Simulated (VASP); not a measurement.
# NdMo (R-3m) in VASP: further runs

Runs on NdMo. Level: PBE. Tasks: single point, relaxation of shape and atoms at fixed volume.

Everything below comes from runs of VASP 6.6.1. Logs are shortened: lines on timing, memory, paths and dates and some standing lists are left out, and cuts for length are marked.

## 1. The cell of the first run

The structure is trigonal, space group R-3m (No. 166). Conventional cell: a = 3.386 Å, b = 3.386 Å, c = 13.851 Å, α = 90.00°, β = 90.00°, γ = 120.00°. Nd (site symmetry -3m) has 6 Mo at 3.03 Å and 6 Nd at 3.39 Å within 4.0 Å. Within 4.0 Å of Mo (site symmetry -3m) lie 6 Nd at 3.03 Å and 6 Mo at 3.39 Å.

The cell was generated, and may not be a known phase.

## 2. Single point, PBE

Input file INCAR:

```
PREC = Accurate ; ENCUT = 500
EDIFF = 1E-6 ; ISMEAR = 0
SIGMA = 0.2 ; LREAL = F
LASPH = T ; NELM = 200
ALGO = Normal ; ISIF = 2
LWAVE = F ; LCHARG = T
GGA = PE ; LELF = T
LVHAR = T ; NBANDS = 20
GGA_COMPAT = F ; LMAXMIX = 6
```

Input file KPOINTS:

```
regular mesh
0
Gamma
  7 7 7
```

Input file POSCAR:

```
NdMo
1.0
    1.6931540399      0.9775429422      4.6170137375
   -1.6931540399      0.9775429422      4.6170137375
    0.0000000000     -1.9550858800      4.6170137384
Nd Mo
1 1
Direct
    0.0000000000      0.0000000000      0.0000000000
    0.5000000000      0.5000000000      0.5000000000
```

Potentials or basis: VASP PAW PBE potentials, release 64 (Nd_3, Mo_sv), 4f in core.

The run is started by

```console
cat potpaw_PBE.64/Nd_3/POTCAR potpaw_PBE.64/Mo_sv/POTCAR > POTCAR
mpirun -np 1 vasp_std > vasp.out
```

OUTCAR:

```text
PREC = Accurate
   ENCUT = 500
   EDIFF = 1E-6
   ISMEAR = 0
   LREAL = F
   LASPH = T
   NELM = 200
   ISIF = 2
   GGA = PE

 ion  position               nearest neighbor table
   1  0.000  0.000  0.000-   2 3.03   2 3.03   2 3.03   2 3.03   2 3.03   2 3.03
   2  0.500  0.500  0.500-   1 3.03   1 3.03   1 3.03   1 3.03   1 3.03   1 3.03

  LATTYP: Found a trigonal (rhomboedric) cell.
 ALAT       =     5.0138983495
 COS(alpha) =     0.7719280435

  Lattice vectors:

 A1 = (   1.6931540399,   0.9775429422,   4.6170137375)
 A2 = (  -1.6931540399,   0.9775429422,   4.6170137375)
 A3 = (   0.0000000000,  -1.9550858800,   4.6170137384)

Analysis of symmetry for initial positions (statically):
=====================================================================
 Subroutine PRICEL returns:
 Original cell was already a primitive cell.

 Routine SETGRP: Setting up the symmetry group for a
 trigonal (rhombohedral) supercell.

 Subroutine GETGRP returns: Found 12 space group operations
 (whereof 12 operations were pure point group operations)
 out of a pool of 12 trial point group operations.

The static configuration has the point symmetry D_3d.

Analysis of symmetry for dynamics (positions and initial velocities):
=====================================================================
 Subroutine PRICEL returns:
 Original cell was already a primitive cell.

 Routine SETGRP: Setting up the symmetry group for a
 trigonal (rhombohedral) supercell.

 Subroutine GETGRP returns: Found 12 space group operations
 (whereof 12 operations were pure point group operations)
 out of a pool of 12 trial point group operations.

The dynamic configuration has the point symmetry D_3d.

 Subroutine INISYM returns: Found 12 space group operations
 (whereof 12 operations are pure point group operations),
 and found     1 'primitive' translations

----------------------------------------------------------------------------------------

                                     Primitive cell

  volume of cell :      45.8506

  direct lattice vectors                    reciprocal lattice vectors
     1.693154040  0.977542942  4.617013737     0.295306858  0.170495494  0.072196738
    -1.693154040  0.977542942  4.617013737    -0.295306858  0.170495494  0.072196738
     0.000000000 -1.955085880  4.617013738     0.000000000 -0.340990988  0.072196739

  length of vectors
     5.013898349  5.013898349  5.013898349     0.348550173  0.348550173  0.348550173

  position of ions in fractional coordinates (direct lattice)
     0.000000000  0.000000000  0.000000000
     0.500000000  0.500000000  0.500000000

  ion indices of the primitive-cell ions
   primitive index   ion index
                 1           1
                 2           2

----------------------------------------------------------------------------------------

 KPOINTS: regular mesh

Automatic generation of k-mesh.
 Grid dimensions read from file:
 generate k-points for:    7    7    7

 Generating k-lattice:

  Cartesian coordinates                     Fractional coordinates (reciprocal lattice)
     0.042186694  0.024356499  0.010313820     0.142857143 -0.000000000 -0.000000000
    -0.042186694  0.024356499  0.010313820    -0.000000000  0.142857143 -0.000000000
     0.000000000 -0.048712998  0.010313820     0.000000000  0.000000000  0.142857143

  Length of vectors
     0.049792882  0.049792882  0.049792882

  Shift w.r.t. Gamma in fractional coordinates (k-lattice)
     0.000000000  0.000000000  0.000000000

 Subroutine IBZKPT returns following result:
 ===========================================

 Found     44 irreducible k-points:

 Following reciprocal coordinates:
            Coordinates               Weight
  0.000000  0.000000  0.000000      1.000000
  0.142857 -0.000000 -0.000000      6.000000
  0.285714 -0.000000 -0.000000      6.000000
  0.428571 -0.000000  0.000000      6.000000
  0.142857  0.142857 -0.000000      6.000000
  0.285714  0.142857  0.000000     12.000000
[... 16 lines left out ...]
  0.285714  0.285714  0.142857      6.000000
  0.428571  0.285714  0.142857     12.000000
 [... further k-points ...]
   k-points           NKPTS =     44   k-points in BZ     NKDIM =     44   number of bands    NBANDS=     20
   number of dos      NEDOS =    301   number of ions     NIONS =      2
   total plane-waves  NPLWV =  64000
   dimension x,y,z NGX =    40 NGY =   40 NGZ =   40
   dimension x,y,z NGXF=    80 NGYF=   80 NGZF=   80
   ions per type =               1   1
   NGX,Y,Z   is equivalent  to a cutoff of  13.26, 13.26, 13.26 a.u.
   NGXF,Y,Z  is equivalent  to a cutoff of  26.53, 26.53, 26.53 a.u.
 SYSTEM =  unknown system
   PREC   = accura    normal or accurate (medium, high low for compatibility)
   ISTART =      0    job   : 0-new  1-cont  2-samecut
   ICHARG =      2    charge: 1-file 2-atom 10-const
   ISPIN  =      1    spin polarized calculation?
   LNONCOLLINEAR =      F non collinear calculations
   LSORBIT =      F    spin-orbit coupling
   LASPH  =      T    aspherical Exc in radial PAW
   ENCUT  =  500.0 eV  36.75 Ry    6.06 a.u.   9.14  9.14  9.14*2*pi/ulx,y,z
   NELM   =    200;   NELMIN=  2; NELMDL= -5     # of ELM steps
   EDIFF  = 0.1E-05   stopping-criterion for ELM
   LREAL  =      F    real-space projection
[... 7 lines left out ...]
   TEBEG  =    0.0;   TEEND  =   0.0 temperature during run
   PSTRESS=    0.0 pullay stress
   NELECT =      25.0000    total number of electrons
   NUPDOWN=      -1.0000    fix difference up-down
   EMIN   =  10.00;   EMAX   =-10.00  energy-range for DOS
   EFERMI =   0.00;   METHOD = LEGACY
   ISMEAR =     0;   SIGMA  =   0.20  broadening in eV -4-tet -1-fermi 0-gaus
   EFERMI_NEDOS =   21; number of points for ismear=-14 and -15
   IALGO  =     38    algorithm
   IMIX   =      4    mixing-type and parameters
     AMIX     =   0.40;   BMIX     =  1.00
     AMIX_MAG =   1.60;   BMIX_MAG =  1.00
  volume/ion in A,a.u.               =      22.93       154.71
  Fermi-wavevector in a.u.,A,eV,Ry     =   1.337437  2.527389 24.337246  1.788737
  Thomas-Fermi vector in A             =   2.465986
   LORBIT       =      0    0 simple, 1 ext, 2 COOP (PROOUT), +10 PAW based schemes
   GGA     = PE    functional components
   LHFCALC =     F    Hartree Fock is set to
   AEXX    =    0.0000 exact exchange contribution
   IVDW    =     0    specifies the selected vdW correction
   LEPSILON=     F    determine dielectric tensor
   LRPA    =     F    only Hartree local field effects (RPA)
 non-spin polarized calculation
 Gauss-broadening in eV      SIGMA  =   0.20
  energy-cutoff  :      500.00
  volume of cell :       45.85
 maximum number of plane-waves:      1180
 NGX is ok and might be reduce to    40
   NGX = 19   NGY = 19   NGZ = 19

 number of electron      25.0000000 magnetization

 Free energy of the ion-electron system (eV)
  ---------------------------------------------------
  ext. energy  EPLUGINS =         0.00000000
  ---------------------------------------------------
  free energy    TOTEN  =       -13.82350051 eV

  energy without entropy =      -13.75822182  energy(sigma->0) =      -13.79086116

 E-fermi :   6.5373     XC(G=0): -11.4092

 val. band max:        6.5300047418   @ k =   0.4286   0.2857   0.2857
 cond. band min:       6.5474981841   @ k =  -0.2857   0.1429   0.1429
 fundamental gap:      0.0174934423
 Fermi energy:         6.5372696888

 k-point     1 :       0.0000    0.0000    0.0000
  band No.  band energies     occupation
      1     -53.8707      2.00000
      2     -30.5101      2.00000
      3     -27.9589      2.00000
      4     -27.9026      2.00000
      5     -27.9026      2.00000
      6     -11.7099      2.00000
[... 12 lines left out ...]
     19      13.7836      0.00000
     20      13.7836      0.00000

 k-point     2 :       0.1429   -0.0000   -0.0000
  band No.  band energies     occupation
      1     -53.8679      2.00000
      2     -30.4739      2.00000
      3     -27.9515      2.00000
      4     -27.9300      2.00000
      5     -27.9105      2.00000
      6     -11.6857      2.00000
[... 12 lines left out ...]
     19      13.0073      0.00000
     20      14.8372      0.00000

 k-point     3 :       0.2857   -0.0000   -0.0000
  band No.  band energies     occupation
      1     -53.8615      2.00000
      2     -30.3917      2.00000
      3     -27.9927      2.00000
      4     -27.9324      2.00000
      5     -27.9282      2.00000
      6     -12.0494      2.00000
[... 12 lines left out ...]
     19      12.1360      0.00000
     20      15.0204      0.00000

 k-point     4 :       0.4286   -0.0000    0.0000
  band No.  band energies     occupation
      1     -53.8564      2.00000
      2     -30.3249      2.00000
      3     -28.0407      2.00000
      4     -27.9423      2.00000
      5     -27.9180      2.00000
      6     -12.5762      2.00000
[... 12 lines left out ...]
     19      13.8626      0.00000
     20      14.6692      0.00000

 k-point     5 :       0.1429    0.1429   -0.0000
  band No.  band energies     occupation
      1     -53.8679      2.00000
      2     -30.4760      2.00000
      3     -27.9490      2.00000
      4     -27.9294      2.00000
      5     -27.9107      2.00000
      6     -11.6943      2.00000
[... 12 lines left out ...]
     19      13.6444      0.00000
     20      14.2380      0.00000
[... 353 lines left out ...]
      6     -12.5634      2.00000
[... 12 lines left out ...]
     19      13.9652      0.00000
     20      14.3455      0.00000

 k-point    22 :      -0.1429    0.1429    0.1429
  band No.  band energies     occupation
      1     -53.8615      2.00000
      2     -30.3860      2.00000
      3     -27.9946      2.00000
      4     -27.9397      2.00000
      5     -27.9284      2.00000
      6     -12.0447      2.00000
[... 12 lines left out ...]
     19      12.9869      0.00000
     20      14.9235      0.00000

 k-point    23 :       0.2857    0.2857    0.1429
  band No.  band energies     occupation
      1     -53.8678      2.00000
      2     -30.4918      2.00000
      3     -27.9379      2.00000
      4     -27.9170      2.00000
      5     -27.9107      2.00000
      6     -11.7511      2.00000
[... 12 lines left out ...]
     19      13.1046      0.00000
     20      13.2999      0.00000

 k-point    24 :       0.4286    0.2857    0.1429
  band No.  band energies     occupation
      1     -53.8632      2.00000
      2     -30.4261      2.00000
      3     -27.9814      2.00000
      4     -27.9285      2.00000
      5     -27.9116      2.00000
      6     -11.7962      2.00000
[... 12 lines left out ...]
     19      11.7290      0.00000
     20      14.8898      0.00000

 [... further k-points ...]

------------------------ aborting loop because EDIFF is reached ----------------------------------------

  FORCE on cell =-STRESS in cart. coord.  units (eV):
  Direction    XX          YY          ZZ          XY          YZ          ZX
  --------------------------------------------------------------------------------------
  -------------------------------------------------------------------------------------
  Total        0.0346551      0.0346551     -0.0329560      0.0000000     -0.0000000      0.0000000
  in kB        1.2109679      1.2109679     -1.1515974      0.0000000     -0.0000000      0.0000000
  external PRESSURE =       0.4234462 kB  Pullay stress =       0.0000000 kB

 VOLUME and BASIS-vectors are now :
 -----------------------------------------------------------------------------
  energy-cutoff  :      500.00
  volume of cell :       45.85
      direct lattice vectors                 reciprocal lattice vectors
     1.693154040  0.977542942  4.617013737     0.295306858  0.170495494  0.072196738
    -1.693154040  0.977542942  4.617013737    -0.295306858  0.170495494  0.072196738
     0.000000000 -1.955085880  4.617013738     0.000000000 -0.340990988  0.072196739

 POSITION                                       TOTAL-FORCE (eV/Angst)
 -----------------------------------------------------------------------------------
      0.00000      0.00000      0.00000         0.000000     -0.000000      0.000000
      0.00000      0.00000      6.92552         0.000000      0.000000     -0.000000
 -----------------------------------------------------------------------------------
    total drift:                               -0.000000      0.000000      0.000000

  FREE ENERGIE OF THE ION-ELECTRON SYSTEM (eV)
  ---------------------------------------------------
  free  energy   TOTEN  =       -13.8235005129 eV

  energy  without entropy=      -13.7582218156  energy(sigma->0) =      -13.79086116
```

It took 47 s on 1 thread of AMD EPYC 9R45 (Zen 5), shared host; peak memory 0.23 GiB.

What came out:

* Free energy: -13.8235 eV
* Pressure: 0.0 GPa
* Band gap on the k mesh: zero (an odd number of electrons rules out a gap without spin polarisation)

Levels at points of the mesh, in eV from the Fermi level:
```
           k point  band 9  band 10  band 11  band 12  band 13  band 14  band 15  band 16
(0.00, 0.00, 0.00)   -4.71    -2.84    -0.71    -0.71    -0.40    -0.40     2.40     3.92
```

Caveat: spin-orbit coupling is left out, which moves the levels of the heavy elements; the 4f electrons are frozen in the core, so they carry no moment and show no levels. Spin polarisation is off, so any magnetic state and its effect on volume and gap are missing.

(Continued in part 2 of 2.)
